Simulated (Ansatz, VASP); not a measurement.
# One calculation of Mg, two programs

Contents of INCAR:

```
SYSTEM = Mg
PREC = Accurate
ENCUT = 600
EDIFF = 1E-6
ISMEAR = -1
SIGMA = 0.05
LREAL = .FALSE.
LASPH = .TRUE.
NELM = 120
ALGO = Normal
ISIF = 2
LWAVE = .FALSE.
LCHARG = .FALSE.
GGA = CA
NBANDS = 7
GGA_COMPAT = .FALSE.
```

The input KPOINTS:

```
Automatic mesh
0
G
  15 15 15
  0 0 0
```

The input POSCAR:

```
Mg
1.0
    2.9590815737      0.0000000000      0.0000000000
    0.0000000000      2.9590815737      0.0000000000
    0.0000000000      0.0000000000      2.9590815737
Mg
1
Direct
    0.0000000000      0.0000000000      0.0000000000
```

Input for Ansatz:

```yaml
crystal:
  lattice:
    - [2.9590815737, 0.0, 0.0]
    - [0.0, 2.9590815737, 0.0]
    - [0.0, 0.0, 2.9590815737]
  atoms:
    - { symbol: Mg, position: [0.0, 0.0, 0.0] }
kpoints:
  mp_grid: { grid: [15, 15, 15] }
scf:
  occupations: { method: fermi_dirac, width: 0.05 }
hamiltonian:
  xc: lda
  pseudopotentials: { kind: all_electron, datasets: crystal }
output:
  forces: true
  stress: true
  eigenvalues: true
```

Change from the starting cell: volume scaled by 1, crystal datasets.

Alike in both runs: task single point; functional LDA; k mesh 15 × 15 × 15; occupations fermi-dirac, width 0.05 eV; no spin polarisation.

```csv
,VASP,Ansatz
version,VASP 6.6.1,Ansatz 0.2.0
potentials or method,"VASP PAW LDA potentials, release 64 (Mg), cutoff 600 eV","all-electron PAW with datasets made for the crystal, scalar-relativistic"
```

```tsv
	VASP	Ansatz	Ansatz less VASP
pressure (GPa)	-0.2	0.0	+0.23
```

LDA's correlation is that of Perdew and Zunger in VASP and of Perdew and Wang (1992) in Ansatz. Ansatz ran all-electron here, and VASP with PAW potentials.
